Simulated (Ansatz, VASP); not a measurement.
**AgI in VASP and in Ansatz**

INCAR

```
PREC = Accurate
ENCUT = 500
EDIFF = 1E-6
ISMEAR = 0
SIGMA = 0.01
LREAL = False
LASPH = True
NELM = 120
ALGO = Normal
ISIF = 2
LWAVE = False
LCHARG = False
GGA = PS
IVDW = 12
NBANDS = 26
GGA_COMPAT = False
```

Contents of KPOINTS:

```
Automatic mesh
0
Gamma
  6 6 2
```

Contents of POSCAR:

```
AgI
1.0
    4.6508717364      0.0000000000      0.0000000000
   -2.3254358682      4.0277730735      0.0000000000
    0.0000000000      0.0000000000      7.5992966317
Ag I
2 2
Direct
    0.3333333333      0.6666666667      0.0000048555
    0.6666666667      0.3333333333      0.5000048555
    0.3333333333      0.6666666667      0.3749951445
    0.6666666667      0.3333333333      0.8749951445
```

Input for Ansatz:

```yaml
crystal:
  lattice:
    - [4.6508717364, 0.0, 0.0]
    - [-2.3254358682, 4.0277730735, 0.0]
    - [0.0, 0.0, 7.5992966317]
  atoms:
    - { symbol: Ag, position: [0.3333333333, 0.6666666667, 4.8555e-06] }
    - { symbol: Ag, position: [0.6666666667, 0.3333333333, 0.5000048555] }
    - { symbol: I, position: [0.3333333333, 0.6666666667, 0.3749951445] }
    - { symbol: I, position: [0.6666666667, 0.3333333333, 0.8749951445] }
kpoints:
  mp_grid: { grid: [6, 6, 2] }
hamiltonian:
  xc: pbesol
  dispersion: d3bj
scf:
  occupations: { method: fixed }
  n_extra_bands: 5
output:
  forces: true
  stress: true
  eigenvalues: true
```

Alike in both runs: task single point; functional PBEsol; dispersion D3(BJ); k mesh 6 × 6 × 2; no spin polarisation.

```csv
,VASP,Ansatz
version,VASP 6.6.1,Ansatz 0.2.0
potentials or method,"VASP PAW PBE potentials, release 64 (Ag, I)",plane waves
plane-wave cutoff (eV),500,420
occupations,"gaussian, width 0.01 eV",fixed
valence electrons in the cell,36,72
```

```tsv
	VASP	Ansatz	Ansatz less VASP
gap on the k mesh at the Fermi level (eV)	1.24	1.23	-0.003
pressure (GPa)	-3.1	-3.1	+0.03
```

VASP's potentials were made for PBE, not for PBEsol. VASP's potentials hold 36 valence electrons a cell and Ansatz's 72, so a difference there can come from the potentials and not from the codes.

Spin-orbit coupling is off throughout.
